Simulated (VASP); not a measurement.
Input of a VASP 6.6.1 run:

The input POSCAR:

```
B
1.0
   -1.2429643298      1.2429643298      1.2429643298
    1.2429643298     -1.2429643298      1.2429643298
    1.2429643298      1.2429643298     -1.2429643298
B
1
Direct
    0.0000000000      0.0000000000      0.0000000000
```

File INCAR.step1:

```
ALGO = Normal ; EDIFF = 1E-4
ENCUT = 600 ; GGA = PE
ISMEAR = 0 ; LASPH = True
LCHARG = False ; LREAL = False
LWAVE = True ; NELM = 100
PREC = Accurate ; SIGMA = 0.1
```

The input INCAR.step2:

```
ALGO = Normal ; EDIFF = 1E-6
EDIFFG = -0.04 ; ENCUT = 600
IBRION = 2 ; ISIF = 3
ISMEAR = 0 ; ISTART = 1
LASPH = True ; LCHARG = False
LMIXTAU = True ; LREAL = False
LWAVE = False ; METAGGA = R2SCAN
NELM = 100 ; NSW = 90
PREC = Accurate ; SIGMA = 0.1
```

The input KPOINTS:

```
k-points
0
Gamma
  10 10 10
```

Potentials or basis: VASP PAW PBE potentials, release 64 (B).

The run is started by

```sh
$ cat potpaw_PBE.64/B/POTCAR > POTCAR
$ cp INCAR.step1 INCAR
$ mpirun -np 1 vasp_std > vasp.out
$ cp INCAR.step2 INCAR
$ mpirun -np 1 vasp_std > vasp.out
```

Question: Estimate the relaxed cell.

Answer: a = 1.987 Å, b = 1.987 Å, c = 1.987 Å, α = 109.47°, β = 109.47°, γ = 109.47°.

Question: What does it give for the space group after relaxing (to 0.05 Å)?

Answer: Im-3m (No. 229).

Question: Estimate the relaxed volume.

Answer: 6.04 Å³/atom.

Step by step:
```
step  energy change (eV)  largest force (eV/Å)  pressure (GPa)  volume (Å³)
   1              0.0000                0.0000          -30.20         7.68
   2             -0.2047                0.0000           -5.74         6.18
   3             -0.2074                0.0000           -0.44         6.04
```

Caveat: the volume moved by over 15 % at a fixed basis, so the end points are rough; the PAW data sets were made with another functional, which shifts forces and pressure a little.
